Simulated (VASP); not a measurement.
# Ti (P6_3/mmc) in VASP: notebook

The runs below take Ti through single point, relaxation of cell and atoms, with LDA.

All numbers are computed with VASP 6.6.1; they aren't measurements. Logs are shortened: lines on timing, memory, paths and dates and some standing lists are left out, and cuts for length are marked.

## (1) The cell of the first run

It takes space group P6_3/mmc (No. 194, hexagonal). The conventional cell has a = 2.863 Å, b = 2.863 Å, c = 4.537 Å, α = 90.00°, β = 90.00°, γ = 120.00°. Within 3.7 Å of Ti (site symmetry -6m2) lie 12 Ti at 2.81 to 2.86 Å.

## (2) Single point, LDA

Input file INCAR:

```
ALGO = Normal
EDIFF = 1E-6
ENCUT = 520
ISIF = 2
ISMEAR = 0
LASPH = True
LCHARG = False
LREAL = False
LWAVE = False
NBANDS = 19
NELM = 80
PREC = Accurate
SIGMA = 0.05
```

Input file KPOINTS:

```
k-points
0
Gamma
  16 16 10
```

Input file POSCAR:

```
Ti
1.0
    2.8628315986      0.0000000000      0.0000000000
   -1.4314157993      2.4792848911      0.0000000000
    0.0000000000      0.0000000000      4.5368964819
Ti
2
Direct
    0.3333333333      0.6666666667      0.7500000000
    0.6666666667      0.3333333333      0.2500000000
```

Potentials or basis: VASP PAW LDA potentials, release 64 (Ti_sv).

The run is started by

```console
> cat potpaw_LDA.64/Ti_sv/POTCAR > POTCAR
> mpirun -np 1 vasp_std > vasp.out
```

OUTCAR:

```text
EDIFF = 1E-6
   ENCUT = 520
   ISIF = 2
   ISMEAR = 0
   LASPH = True
   LREAL = False
   NELM = 80
   PREC = Accurate

 ion  position               nearest neighbor table
   1  0.333  0.667  0.750-   2 2.81   2 2.81   2 2.81   2 2.81   2 2.81   2 2.81
   2  0.667  0.333  0.250-   1 2.81   1 2.81   1 2.81   1 2.81   1 2.81   1 2.81

  LATTYP: Found a hexagonal cell.
 ALAT       =     2.8628315986
 C/A-ratio  =     1.5847584203

  Lattice vectors:

 A1 = (   2.8628315986,   0.0000000000,   0.0000000000)
 A2 = (  -1.4314157993,   2.4792848911,   0.0000000000)
 A3 = (   0.0000000000,   0.0000000000,   4.5368964819)

Analysis of symmetry for initial positions (statically):
=====================================================================
 Subroutine PRICEL returns:
 Original cell was already a primitive cell.

 Routine SETGRP: Setting up the symmetry group for a
 hexagonal supercell.

 Subroutine GETGRP returns: Found 24 space group operations
 (whereof 12 operations were pure point group operations)
 out of a pool of 24 trial point group operations.

The static configuration has the point symmetry D_3d.
 The point group associated with its full space group is D_6h.

Analysis of symmetry for dynamics (positions and initial velocities):
=====================================================================
 Subroutine PRICEL returns:
 Original cell was already a primitive cell.

 Routine SETGRP: Setting up the symmetry group for a
 hexagonal supercell.

 Subroutine GETGRP returns: Found 24 space group operations
 (whereof 12 operations were pure point group operations)
 out of a pool of 24 trial point group operations.

The dynamic configuration has the point symmetry D_3d.
 The point group associated with its full space group is D_6h.

 Subroutine INISYM returns: Found 24 space group operations
 (whereof 12 operations are pure point group operations),
 and found     1 'primitive' translations

----------------------------------------------------------------------------------------

                                     Primitive cell

  volume of cell :      32.2019

  direct lattice vectors                    reciprocal lattice vectors
     2.862831599  0.000000000  0.000000000     0.349304514  0.201671055  0.000000000
    -1.431415799  2.479284891  0.000000000     0.000000000  0.403342110  0.000000000
     0.000000000  0.000000000  4.536896482     0.000000000  0.000000000  0.220414992

  length of vectors
     2.862831599  2.862831599  4.536896482     0.403342110  0.403342110  0.220414992

  position of ions in fractional coordinates (direct lattice)
     0.333333333  0.666666667  0.750000000
     0.666666667  0.333333333  0.250000000

  ion indices of the primitive-cell ions
   primitive index   ion index
                 1           1
                 2           2

----------------------------------------------------------------------------------------

 KPOINTS: k-points

Automatic generation of k-mesh.
 Grid dimensions read from file:
 generate k-points for:   16   16   10

 Generating k-lattice:

  Cartesian coordinates                     Fractional coordinates (reciprocal lattice)
     0.021831532  0.012604441  0.000000000     0.062500000 -0.000000000  0.000000000
     0.000000000  0.025208882  0.000000000     0.000000000  0.062500000  0.000000000
     0.000000000  0.000000000  0.022041499     0.000000000  0.000000000  0.100000000

  Length of vectors
     0.025208882  0.025208882  0.022041499

  Shift w.r.t. Gamma in fractional coordinates (k-lattice)
     0.000000000  0.000000000  0.000000000

 Subroutine IBZKPT returns following result:
 ===========================================

 Found    180 irreducible k-points:

 Following reciprocal coordinates:
            Coordinates               Weight
  0.000000  0.000000  0.000000      1.000000
  0.062500 -0.000000  0.000000      6.000000
  0.125000 -0.000000  0.000000      6.000000
  0.187500 -0.000000  0.000000      6.000000
  0.250000 -0.000000  0.000000      6.000000
  0.312500 -0.000000  0.000000      6.000000
[... 16 lines left out ...]
  0.187500  0.187500  0.000000      6.000000
  0.250000  0.187500  0.000000     12.000000
 [... further k-points ...]
   k-points           NKPTS =    180   k-points in BZ     NKDIM =    180   number of bands    NBANDS=     19
   number of dos      NEDOS =    301   number of ions     NIONS =      2
   total plane-waves  NPLWV =  20736
   dimension x,y,z NGX =    24 NGY =   24 NGZ =   36
   dimension x,y,z NGXF=    48 NGYF=   48 NGZF=   72
   ions per type =               2
   NGX,Y,Z   is equivalent  to a cutoff of  13.94, 13.94, 13.19 a.u.
   NGXF,Y,Z  is equivalent  to a cutoff of  27.87, 27.87, 26.38 a.u.
 SYSTEM =  unknown system
   PREC   = accura    normal or accurate (medium, high low for compatibility)
   ISTART =      0    job   : 0-new  1-cont  2-samecut
   ICHARG =      2    charge: 1-file 2-atom 10-const
   ISPIN  =      1    spin polarized calculation?
   LNONCOLLINEAR =      F non collinear calculations
   LSORBIT =      F    spin-orbit coupling
   LASPH  =      T    aspherical Exc in radial PAW
   ENCUT  =  520.0 eV  38.22 Ry    6.18 a.u.   5.32  5.32  8.44*2*pi/ulx,y,z
   NELM   =     80;   NELMIN=  2; NELMDL= -5     # of ELM steps
   EDIFF  = 0.1E-05   stopping-criterion for ELM
   LREAL  =      F    real-space projection
   EDIFFG = 0.1E-04   stopping-criterion for IOM
   NSW    =      0    number of steps for IOM
   IBRION =     -1    ionic relax: 0-MD 1-quasi-New 2-CG
   NFREE  =      0    steps in history (QN), initial steepest desc. (CG)
   ISIF   =      2    stress and relaxation
   ISYM   =      2    0-nonsym 1-usesym 2-fastsym
   POTIM  = 0.5000    time-step for ionic-motion
   TEBEG  =    0.0;   TEEND  =   0.0 temperature during run
   PSTRESS=    0.0 pullay stress
   NELECT =      24.0000    total number of electrons
   NUPDOWN=      -1.0000    fix difference up-down
   EMIN   =  10.00;   EMAX   =-10.00  energy-range for DOS
   EFERMI =   0.00;   METHOD = LEGACY
   ISMEAR =     0;   SIGMA  =   0.05  broadening in eV -4-tet -1-fermi 0-gaus
   EFERMI_NEDOS =   21; number of points for ismear=-14 and -15
   IALGO  =     38    algorithm
   IMIX   =      4    mixing-type and parameters
     AMIX     =   0.40;   BMIX     =  1.00
     AMIX_MAG =   1.60;   BMIX_MAG =  1.00
  volume/ion in A,a.u.               =      16.10       108.65
  Fermi-wavevector in a.u.,A,eV,Ry     =   1.484288  2.804898 29.975148  2.203111
  Thomas-Fermi vector in A             =   2.597844
   LORBIT       =      0    0 simple, 1 ext, 2 COOP (PROOUT), +10 PAW based schemes
   GGA     = CA    functional components
   LHFCALC =     F    Hartree Fock is set to
   AEXX    =    0.0000 exact exchange contribution
   IVDW    =     0    specifies the selected vdW correction
   LEPSILON=     F    determine dielectric tensor
   LRPA    =     F    only Hartree local field effects (RPA)
 non-spin polarized calculation
 Gauss-broadening in eV      SIGMA  =   0.05
  energy-cutoff  :      520.00
  volume of cell :       32.20
 maximum number of plane-waves:       890
 NGX is ok and might be reduce to    24
   NGX = 11   NGY = 11   NGZ = 17

 number of electron      24.0000004 magnetization

 Free energy of the ion-electron system (eV)
  ---------------------------------------------------
  ext. energy  EPLUGINS =         0.00000000
  ---------------------------------------------------
  free energy    TOTEN  =       -17.10195565 eV

  energy without entropy =      -17.10002851  energy(sigma->0) =      -17.10099208

 E-fermi :   8.9317     XC(G=0): -12.1518

 val. band max:        8.9036295226   @ k =   0.0625  -0.0000   0.5000
 cond. band min:       8.9356732155   @ k =   0.0000   0.0000   0.4000
 fundamental gap:      0.0320436929
 Fermi energy:         8.9317115907

 k-point     1 :       0.0000    0.0000    0.0000
  band No.  band energies     occupation
      1     -47.1313      2.00000
      2     -46.9358      2.00000
      3     -24.2090      2.00000
      4     -23.3710      2.00000
      5     -23.3710      2.00000
      6     -23.2786      2.00000
[... 11 lines left out ...]
     18      10.6324      0.00000
     19      12.3390      0.00000

 k-point     2 :       0.0625   -0.0000    0.0000
  band No.  band energies     occupation
      1     -47.1258      2.00000
      2     -46.9336      2.00000
      3     -24.1976      2.00000
      4     -23.3946      2.00000
      5     -23.3789      2.00000
      6     -23.2833      2.00000
[... 11 lines left out ...]
     18      10.5630      0.00000
     19      12.3773      0.00000

 k-point     3 :       0.1250   -0.0000    0.0000
  band No.  band energies     occupation
      1     -47.1098      2.00000
      2     -46.9274      2.00000
      3     -24.1645      2.00000
      4     -23.4620      2.00000
      5     -23.4008      2.00000
      6     -23.3348      2.00000
[... 11 lines left out ...]
     18      10.5590      0.00000
     19      12.4694      0.00000

 k-point     4 :       0.1875   -0.0000    0.0000
  band No.  band energies     occupation
      1     -47.0854      2.00000
      2     -46.9187      2.00000
      3     -24.1124      2.00000
      4     -23.5635      2.00000
      5     -23.4355      2.00000
      6     -23.4325      2.00000
[... 11 lines left out ...]
     18      10.9109      0.00000
     19      12.5749      0.00000

 k-point     5 :       0.2500   -0.0000    0.0000
  band No.  band energies     occupation
      1     -47.0552      2.00000
      2     -46.9095      2.00000
      3     -24.0454      2.00000
      4     -23.6840      2.00000
      5     -23.5505      2.00000
      6     -23.4687      2.00000
[... 11 lines left out ...]
     18      11.3554      0.00000
     19      12.6674      0.00000

 k-point     6 :       0.3125   -0.0000    0.0000
  band No.  band energies     occupation
      1     -47.0232      2.00000
      2     -46.9021      2.00000
      3     -23.9697      2.00000
      4     -23.8050      2.00000
      5     -23.6619      2.00000
      6     -23.5038      2.00000
[... 11 lines left out ...]
     18      11.8425      0.00000
     19      12.7368      0.00000

 k-point     7 :       0.3750   -0.0000    0.0000
  band No.  band energies     occupation
      1     -46.9935      2.00000
      2     -46.8982      2.00000
      3     -23.9077      2.00000
      4     -23.8938      2.00000
      5     -23.7541      2.00000
      6     -23.5328      2.00000
[... 11 lines left out ...]
     18      12.3117      0.00000
     19      12.7825      0.00000

 k-point     8 :       0.4375   -0.0000    0.0000
  band No.  band energies     occupation
      1     -46.9711      2.00000
      2     -46.8981      2.00000
      3     -23.9762      2.00000
      4     -23.8311      2.00000
      5     -23.8146      2.00000
      6     -23.5520      2.00000
[... 256 lines left out ...]
 k-point    20 :       0.3125    0.1250    0.0000
  band No.  band energies     occupation
      1     -46.9845      2.00000
      2     -46.8976      2.00000
      3     -23.8883      2.00000
      4     -23.8699      2.00000
      5     -23.7608      2.00000
      6     -23.5627      2.00000
[... 11 lines left out ...]
     18      12.6787      0.00000
     19      12.9738      0.00000

 k-point    21 :       0.3750    0.1250    0.0000
  band No.  band energies     occupation
      1     -46.9627      2.00000
      2     -46.8986      2.00000
      3     -23.9508      2.00000
      4     -23.8068      2.00000
      5     -23.7976      2.00000
      6     -23.5966      2.00000
[... 11 lines left out ...]
     18      12.6926      0.00000
     19      13.5939      0.00000

 k-point    22 :       0.4375    0.1250    0.0000
  band No.  band energies     occupation
      1     -46.9539      2.00000
      2     -46.9001      2.00000
      3     -23.9727      2.00000
      4     -23.8104      2.00000
      5     -23.7792      2.00000
      6     -23.6085      2.00000
[... 11 lines left out ...]
     18      12.6969      0.00000
     19      14.0199      0.00000

 k-point    23 :       0.1875    0.1875    0.0000
  band No.  band energies     occupation
      1     -47.0156      2.00000
      2     -46.9006      2.00000
      3     -23.9512      2.00000
      4     -23.7413      2.00000
      5     -23.7322      2.00000
      6     -23.4985      2.00000
[... 11 lines left out ...]
     18      12.3605      0.00000
     19      12.6135      0.00000

 k-point    24 :       0.2500    0.1875    0.0000
  band No.  band energies     occupation
      1     -46.9876      2.00000
      2     -46.8976      2.00000
      3     -23.8785      2.00000
      4     -23.8321      2.00000
      5     -23.7679      2.00000
      6     -23.5550      2.00000
[... 11 lines left out ...]
     18      12.6098      0.00000
     19      12.9914      0.00000

 [... further k-points ...]
[... 5 lines left out ...]
  --------------------------------------------------------------------------------------
  -------------------------------------------------------------------------------------
  Total       -0.0289324     -0.0289324     -0.0444034      0.0000000      0.0000000     -0.0000000
  in kB       -1.4395096     -1.4395096     -2.2092559      0.0000000      0.0000000     -0.0000000
  external PRESSURE =      -1.6960917 kB  Pullay stress =       0.0000000 kB

 VOLUME and BASIS-vectors are now :
 -----------------------------------------------------------------------------
  energy-cutoff  :      520.00
  volume of cell :       32.20
      direct lattice vectors                 reciprocal lattice vectors
     2.862831599  0.000000000  0.000000000     0.349304514  0.201671055  0.000000000
    -1.431415799  2.479284891  0.000000000     0.000000000  0.403342110  0.000000000
     0.000000000  0.000000000  4.536896482     0.000000000  0.000000000  0.220414992

 POSITION                                       TOTAL-FORCE (eV/Angst)
 -----------------------------------------------------------------------------------
     -0.00000      1.65286      3.40267        -0.000000      0.000000      0.000000
      1.43142      0.82643      1.13422         0.000000      0.000000      0.000000
 -----------------------------------------------------------------------------------
    total drift:                               -0.000000      0.000000     -0.000000

  FREE ENERGIE OF THE ION-ELECTRON SYSTEM (eV)
  ---------------------------------------------------
  free  energy   TOTEN  =       -17.1019556461 eV

  energy  without entropy=      -17.1000285109  energy(sigma->0) =      -17.10099208
```

It took 52 s on 1 thread of Intel Xeon Platinum 8488C (Sapphire Rapids), shared host; peak memory 0.2 GiB.

What came out:

| Quantity | Value |
| --- | --- |
| Free energy | -17.1020 eV |
| Pressure | -0.2 GPa |
| Band gap on the k mesh | zero (band 12 reaches 9.74 eV, above the bottom of band 13 at 8.65 eV) |

Stress tensor (GPa, compression positive):
```
-0.14  0.00  0.00
 0.00 -0.14  0.00
 0.00  0.00 -0.22
```

[end of part 1 of 2]
